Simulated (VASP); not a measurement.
# Yb2CdS4 (Fd-3m) in VASP: single point with PBE

Aim: the single point of Yb2CdS4 with PBE.

All numbers are computed with VASP 6.6.1; they aren't measurements. Logs are shortened: lines on timing, memory, paths and dates and some standing lists are left out, and cuts for length are marked.

**1. The cell of the first run**

Symmetry: Fd-3m, No. 227, cubic system. The conventional cell has a = 11.103 Å, b = 11.103 Å, c = 11.103 Å, α = 90.00°, β = 90.00°, γ = 90.00°. S (site symmetry 3m) has 1 Cd at 2.44 Å and 3 Yb at 2.75 Å within 3.2 Å. Within 3.6 Å of Yb (site symmetry -3m) lie 6 S at 2.75 Å. Cd (site symmetry -43m) has 4 S at 2.44 Å within 3.2 Å.

**2. Single point, PBE**

File INCAR:

```
SYSTEM = Yb2CdS4
  PREC = Accurate
  ENCUT = 520
  EDIFF = 1E-6
  ISMEAR = -1
  SIGMA = 0.1114
  LREAL = .False.
  LASPH = .True.
  NELM = 60
  ALGO = Normal
  ISIF = 2
  LWAVE = .False.
  LCHARG = .True.
  GGA = PE
  LELF = .True.
  LVHAR = .True.
  NBANDS = 97
```

File KPOINTS:

```
Automatic mesh
0
Gamma
  4 4 4
  0 0 0
```

File POSCAR:

```
Yb2CdS4
1.0
    0.0000000000      5.5516450000      5.5516450000
    5.5516450000      0.0000000000      5.5516450000
    5.5516450000      5.5516450000      0.0000000000
S Yb Cd
8 4 2
Direct
    0.3770000000      0.3770000000      0.3770000000
    0.3810000000      0.8730000000      0.8730000000
    0.3770000000      0.3770000000      0.8690000000
    0.8730000000      0.3810000000      0.8730000000
    0.8690000000      0.3770000000      0.3770000000
    0.8730000000      0.8730000000      0.8730000000
    0.3770000000      0.8690000000      0.3770000000
    0.8730000000      0.8730000000      0.3810000000
    0.6250000000      0.6250000000      0.6250000000
    0.1250000000      0.6250000000      0.6250000000
    0.6250000000      0.6250000000      0.1250000000
    0.6250000000      0.1250000000      0.6250000000
    0.0000000000      0.0000000000      0.0000000000
    0.2500000000      0.2500000000      0.2500000000
```

Potentials or basis: VASP PAW PBE potentials, release 64 (S, Yb, Cd).

Run with:

```sh
cat potpaw_PBE.64/S/POTCAR potpaw_PBE.64/Yb/POTCAR potpaw_PBE.64/Cd/POTCAR > POTCAR
mpirun -np 1 vasp_std > vasp.out
```

OUTCAR:

```text
SYSTEM = Yb2CdS4
   PREC = Accurate
   ENCUT = 520
   EDIFF = 1E-6
   ISMEAR = -1
   LREAL = .False.
   LASPH = .True.
   NELM = 60
   ISIF = 2
   GGA = PE

 ion  position               nearest neighbor table
   1  0.377  0.377  0.377-  14 2.44  11 2.75  12 2.75  10 2.75
   2  0.381  0.873  0.873-  13 2.44   9 2.75  12 2.75  11 2.75
   3  0.377  0.377  0.869-  14 2.44   9 2.75  12 2.75  10 2.75
   4  0.873  0.381  0.873-  13 2.44   9 2.75  11 2.75  10 2.75
   5  0.869  0.377  0.377-  14 2.44   9 2.75  12 2.75  11 2.75
   6  0.873  0.873  0.873-  13 2.44  11 2.75  12 2.75  10 2.75
   7  0.377  0.869  0.377-  14 2.44   9 2.75  11 2.75  10 2.75
   8  0.873  0.873  0.381-  13 2.44   9 2.75  12 2.75  10 2.75
   9  0.625  0.625  0.625-   2 2.75   3 2.75   4 2.75   5 2.75   7 2.75   8 2.75
  10  0.125  0.625  0.625-   1 2.75   6 2.75   4 2.75   3 2.75   7 2.75   8 2.75
  11  0.625  0.625  0.125-   1 2.75   6 2.75   4 2.75   5 2.75   2 2.75   7 2.75
  12  0.625  0.125  0.625-   1 2.75   6 2.75   3 2.75   5 2.75   2 2.75   8 2.75
  13  0.000  0.000  0.000-   2 2.44   4 2.44   8 2.44   6 2.44
  14  0.250  0.250  0.250-   3 2.44   5 2.44   7 2.44   1 2.44

  LATTYP: Found a face centered cubic cell.
 ALAT       =    11.1032900000

  Lattice vectors:

 A1 = (   0.0000000000,   5.5516450000,   5.5516450000)
 A2 = (   5.5516450000,   0.0000000000,   5.5516450000)
 A3 = (   5.5516450000,   5.5516450000,   0.0000000000)

Analysis of symmetry for initial positions (statically):
=====================================================================
 Subroutine PRICEL returns:
 Original cell was already a primitive cell.

 Routine SETGRP: Setting up the symmetry group for a
 face centered cubic supercell.

 Subroutine GETGRP returns: Found 48 space group operations
 (whereof 24 operations were pure point group operations)
 out of a pool of 48 trial point group operations.

The static configuration has the point symmetry T_d .
 The point group associated with its full space group is O_h .

Analysis of symmetry for dynamics (positions and initial velocities):
=====================================================================
 Subroutine PRICEL returns:
 Original cell was already a primitive cell.

 Routine SETGRP: Setting up the symmetry group for a
 face centered cubic supercell.

 Subroutine GETGRP returns: Found 48 space group operations
 (whereof 24 operations were pure point group operations)
 out of a pool of 48 trial point group operations.

The dynamic configuration has the point symmetry T_d .
 The point group associated with its full space group is O_h .

 Subroutine INISYM returns: Found 48 space group operations
 (whereof 24 operations are pure point group operations),
 and found     1 'primitive' translations

----------------------------------------------------------------------------------------

                                     Primitive cell

  volume of cell :     342.2119

  direct lattice vectors                    reciprocal lattice vectors
     0.000000000  5.551645000  5.551645000    -0.090063396  0.090063396  0.090063396
     5.551645000  0.000000000  5.551645000     0.090063396 -0.090063396  0.090063396
     5.551645000  5.551645000  0.000000000     0.090063396  0.090063396 -0.090063396

  length of vectors
     7.851211652  7.851211652  7.851211652     0.155994377  0.155994377  0.155994377

  position of ions in fractional coordinates (direct lattice)
     0.377000000  0.377000000  0.377000000
     0.381000000  0.873000000  0.873000000
     0.377000000  0.377000000  0.869000000
     0.873000000  0.381000000  0.873000000
     0.869000000  0.377000000  0.377000000
     0.873000000  0.873000000  0.873000000
     0.377000000  0.869000000  0.377000000
     0.873000000  0.873000000  0.381000000
     0.625000000  0.625000000  0.625000000
     0.125000000  0.625000000  0.625000000
     0.625000000  0.625000000  0.125000000
     0.625000000  0.125000000  0.625000000
     0.000000000  0.000000000  0.000000000
     0.250000000  0.250000000  0.250000000

  ion indices of the primitive-cell ions
   primitive index   ion index
                 1           1
                 2           2
                 3           3
                 4           4
                 5           5
                 6           6
                 7           7
                 8           8
                 9           9
                10          10
                11          11
                12          12
                13          13
                14          14

----------------------------------------------------------------------------------------

 KPOINTS: Automatic mesh

Automatic generation of k-mesh.
 Grid dimensions read from file:
 generate k-points for:    4    4    4

 Generating k-lattice:

  Cartesian coordinates                     Fractional coordinates (reciprocal lattice)
    -0.022515849  0.022515849  0.022515849     0.250000000  0.000000000  0.000000000
     0.022515849 -0.022515849  0.022515849     0.000000000  0.250000000  0.000000000
     0.022515849  0.022515849 -0.022515849     0.000000000  0.000000000  0.250000000

  Length of vectors
     0.038998594  0.038998594  0.038998594

  Shift w.r.t. Gamma in fractional coordinates (k-lattice)
     0.000000000  0.000000000  0.000000000

 Subroutine IBZKPT returns following result:
 ===========================================

 Found      8 irreducible k-points:

 Following reciprocal coordinates:
            Coordinates               Weight
  0.000000  0.000000  0.000000      1.000000
  0.250000  0.000000  0.000000      8.000000
  0.500000  0.000000  0.000000      4.000000
  0.250000  0.250000  0.000000      6.000000
  0.500000  0.250000  0.000000     24.000000
 -0.250000  0.250000  0.000000     12.000000
  0.500000  0.500000  0.000000      3.000000
 -0.250000  0.500000  0.250000      6.000000
   k-points           NKPTS =      8   k-points in BZ     NKDIM =      8   number of bands    NBANDS=     97
   number of dos      NEDOS =    301   number of ions     NIONS =     14
   total plane-waves  NPLWV = 216000
   dimension x,y,z NGX =    60 NGY =   60 NGZ =   60
   dimension x,y,z NGXF=   120 NGYF=  120 NGZF=  120
   ions per type =               8   4   2
   NGX,Y,Z   is equivalent  to a cutoff of  12.70, 12.70, 12.70 a.u.
   NGXF,Y,Z  is equivalent  to a cutoff of  25.41, 25.41, 25.41 a.u.
 SYSTEM =  Yb2CdS4
   PREC   = accura    normal or accurate (medium, high low for compatibility)
   ISTART =      0    job   : 0-new  1-cont  2-samecut
   ICHARG =      2    charge: 1-file 2-atom 10-const
   ISPIN  =      1    spin polarized calculation?
   LNONCOLLINEAR =      F non collinear calculations
   LSORBIT =      F    spin-orbit coupling
   LASPH  =      T    aspherical Exc in radial PAW
   ENCUT  =  520.0 eV  38.22 Ry    6.18 a.u.  14.60 14.60 14.60*2*pi/ulx,y,z
   NELM   =     60;   NELMIN=  2; NELMDL= -5     # of ELM steps
   EDIFF  = 0.1E-05   stopping-criterion for ELM
   LREAL  =      F    real-space projection
   EDIFFG = 0.1E-04   stopping-criterion for IOM
   NSW    =      0    number of steps for IOM
   IBRION =     -1    ionic relax: 0-MD 1-quasi-New 2-CG
   NFREE  =      0    steps in history (QN), initial steepest desc. (CG)
   ISIF   =      2    stress and relaxation
   ISYM   =      2    0-nonsym 1-usesym 2-fastsym
   POTIM  = 0.5000    time-step for ionic-motion
   TEBEG  =    0.0;   TEEND  =   0.0 temperature during run
   PSTRESS=    0.0 pullay stress
   NELECT =     168.0000    total number of electrons
   NUPDOWN=      -1.0000    fix difference up-down
   EMIN   =  10.00;   EMAX   =-10.00  energy-range for DOS
   EFERMI =   0.00;   METHOD = LEGACY
   ISMEAR =    -1;   SIGMA  =   0.11  broadening in eV -4-tet -1-fermi 0-gaus
   EFERMI_NEDOS =   21; number of points for ismear=-14 and -15
   IALGO  =     38    algorithm
   IMIX   =      4    mixing-type and parameters
     AMIX     =   0.40;   BMIX     =  1.00
     AMIX_MAG =   1.60;   BMIX_MAG =  1.00
  volume/ion in A,a.u.               =      24.44       164.95
  Fermi-wavevector in a.u.,A,eV,Ry     =   1.291456  2.440498 22.692590  1.667858
  Thomas-Fermi vector in A             =   2.423225
   LORBIT       =      0    0 simple, 1 ext, 2 COOP (PROOUT), +10 PAW based schemes
   GGA     = PE    functional components
   LHFCALC =     F    Hartree Fock is set to
   AEXX    =    0.0000 exact exchange contribution
   IVDW    =     0    specifies the selected vdW correction
   LEPSILON=     F    determine dielectric tensor
   LRPA    =     F    only Hartree local field effects (RPA)
 non-spin polarized calculation
  energy-cutoff  :      520.00
  volume of cell :      342.21
 maximum number of plane-waves:      9272
 NGX is ok and might be reduce to    60
   NGX = 29   NGY = 29   NGZ = 29

 number of electron     168.0000049 magnetization

 Free energy of the ion-electron system (eV)
  ---------------------------------------------------
  ext. energy  EPLUGINS =         0.00000000
  ---------------------------------------------------
  free energy    TOTEN  =       -67.58341115 eV

  energy without entropy =      -66.68371984  energy(sigma->0) =      -67.13356549

 E-fermi :   1.6340     XC(G=0):  -9.5258

 val. band max:        1.5969675406   @ k =  -0.2500   0.2500   0.0000
 cond. band min:       1.6885493302   @ k =   0.5000   0.2500   0.0000
 fundamental gap:      0.0915817896
 Fermi energy:         1.6339529083

 k-point     1 :       0.0000    0.0000    0.0000
  band No.  band energies     occupation
      1     -49.4663      2.00000
      2     -49.4614      2.00000
      3     -49.4614      2.00000
      4     -49.4614      2.00000
      5     -21.7827      2.00000
      6     -21.6731      2.00000
[... 781 lines left out ...]
     95       7.1262      0.00000
     96       7.1294      0.00000
 [bands above 96 left out]

------------------------ aborting loop because EDIFF is reached ----------------------------------------

  FORCE on cell =-STRESS in cart. coord.  units (eV):
  Direction    XX          YY          ZZ          XY          YZ          ZX
  --------------------------------------------------------------------------------------
  -------------------------------------------------------------------------------------
  Total       11.6417225     11.6417225     11.6417225      0.0000000      0.0000000      0.0000000
  in kB       54.5045512     54.5045512     54.5045512      0.0000000      0.0000000      0.0000000
  external PRESSURE =      54.5045512 kB  Pullay stress =       0.0000000 kB

 VOLUME and BASIS-vectors are now :
 -----------------------------------------------------------------------------
  energy-cutoff  :      520.00
  volume of cell :      342.21
      direct lattice vectors                 reciprocal lattice vectors
     0.000000000  5.551645000  5.551645000    -0.090063396  0.090063396  0.090063396
     5.551645000  0.000000000  5.551645000     0.090063396 -0.090063396  0.090063396
     5.551645000  5.551645000  0.000000000     0.090063396  0.090063396 -0.090063396

 POSITION                                       TOTAL-FORCE (eV/Angst)
 -----------------------------------------------------------------------------------
      4.18594      4.18594      4.18594         0.759507      0.759507      0.759507
      9.69317      6.96176      6.96176        -0.759507      0.759507      0.759507
      6.91735      6.91735      4.18594        -0.759507     -0.759507      0.759507
      6.96176      9.69317      6.96176         0.759507     -0.759507      0.759507
      4.18594      6.91735      6.91735         0.759507     -0.759507     -0.759507
      9.69317      9.69317      9.69317        -0.759507     -0.759507     -0.759507
      6.91735      4.18594      6.91735        -0.759507      0.759507     -0.759507
      6.96176      6.96176      9.69317         0.759507      0.759507     -0.759507
      6.93956      6.93956      6.93956        -0.000000     -0.000000     -0.000000
      6.93956      4.16373      4.16373        -0.000000     -0.000000     -0.000000
      4.16373      4.16373      6.93956        -0.000000     -0.000000     -0.000000
      4.16373      6.93956      4.16373        -0.000000     -0.000000     -0.000000
      0.00000      0.00000      0.00000        -0.000000     -0.000000     -0.000000
      2.77582      2.77582      2.77582        -0.000000     -0.000000     -0.000000
 -----------------------------------------------------------------------------------
    total drift:                               -0.000000     -0.000000      0.000000

  FREE ENERGIE OF THE ION-ELECTRON SYSTEM (eV)
  ---------------------------------------------------
  free  energy   TOTEN  =       -67.5834111497 eV

  energy  without entropy=      -66.6837198392  energy(sigma->0) =      -67.13356549
```

Run time: 22 min. Hardware: 1 thread of Intel Xeon Platinum 8375C at 2.90GHz (Ice Lake), shared host; peak memory 0.63 GiB.

Results:

* Free energy: -67.5834 eV
* Pressure: 5.5 GPa
* Largest force: 1.316 eV/Å
* Band gap on the k mesh: zero (bands 84 and 85 overlap by 0.58 eV)

Forces on the atoms (eV/Å):
```
S    0.760  0.760  0.760
S   -0.760  0.760  0.760
S   -0.760 -0.760  0.760
S    0.760 -0.760  0.760
S    0.760 -0.760 -0.760
S   -0.760 -0.760 -0.760
S   -0.760  0.760 -0.760
S    0.760  0.760 -0.760
Yb   0.000  0.000  0.000
Yb   0.000  0.000  0.000
Yb   0.000  0.000  0.000
Yb   0.000  0.000  0.000
Cd   0.000  0.000  0.000
Cd   0.000  0.000  0.000
```

Levels at points of the mesh, in eV from the Fermi level:
```
           k point  band 80  band 81  band 82  band 83  band 84  band 85  band 86  band 87  band 88  band 89
(0.00, 0.00, 0.00)    -0.33    -0.18    -0.18    -0.18     0.45     0.45     0.45     1.57     2.96     2.96
(0.50, 0.00, 0.00)    -0.34    -0.34    -0.24    -0.24    -0.11     0.16     0.16     3.08     3.37     3.76
(0.50, 0.50, 0.00)    -0.44    -0.42    -0.42    -0.13    -0.13    -0.07    -0.07     3.17     3.17     4.65
```

Caveat: the cell stands under pressure; spin-orbit coupling is left out, which moves the levels of the heavy elements; forces of over 1 eV/Å act on the atoms, so gaps and moduli don't describe the material at rest.

The gap in the log of VASP goes by the Fermi energy; the results here count the filled bands.